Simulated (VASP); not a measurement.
Set up this calculation in VASP 6.6.1, as the native input.

```yaml
Task: single point
Functional: PBE
Potentials_or_basis: VASP PAW PBE potentials, release 64 (Tl_d)
Cutoff: 500 eV
k_mesh: 2 × 2 × 2
Occupations: fermi-dirac, width 0.1 eV
Spin: no spin polarisation
Dipole_correction: no
Further_INCAR_settings: ALGO = Normal; EDIFF = 1e-06; NBANDS = 34
```

The structure of Tl lies in POSCAR:

```
Tl
1.0
    4.9972113000      0.0000000000      0.0000000000
    0.0000000000      4.9972113000      0.0000000000
    0.0000000000      0.0000000000      4.9972113000
Tl
4
Direct
    0.5000000000      0.5000000000      0.0000000000
    0.0000000000      0.0000000000      0.0000000000
    0.5000000000      0.0000000000      0.5000000000
    0.0000000000      0.5000000000      0.5000000000
```

This isn't the form of Tl at room conditions, which is hcp.

One way to write it, as run:

INCAR

```
SYSTEM = Tl
  PREC = Accurate
  ENCUT = 500
  EDIFF = 1E-6
  ISMEAR = -1
  SIGMA = 0.1
  LREAL = .False.
  LASPH = .True.
  NELM = 120
  ALGO = Normal
  ISIF = 2
  LWAVE = .False.
  LCHARG = .False.
  GGA = PE
  NBANDS = 34
  GGA_COMPAT = .False.
```

KPOINTS

```
regular mesh
0
Gamma
  2 2 2
  0 0 0
```

Potentials or basis: VASP PAW PBE potentials, release 64 (Tl_d).

The run is started by

```bash
$ cat potpaw_PBE.64/Tl_d/POTCAR > POTCAR
$ mpirun -np 1 vasp_std > vasp.out
```

It gave:

| Quantity | Value |
| --- | --- |
| Pressure | 0.6 GPa |
| Band gap on the k mesh | zero (bands 26 and 27 overlap by 3.52 eV) |

Caveat: the k points lie up to 0.63 Å⁻¹ apart, too coarse for converged energies and pressures of a metal; spin-orbit coupling is left out, which moves the levels of the heavy elements.

It took 26 s on 1 thread of Intel(R) Xeon(R) Platinum 8259CL CPU @ 2.50GHz (Skylake/Cascade Lake) (shared host), peak memory 0.19 GiB.
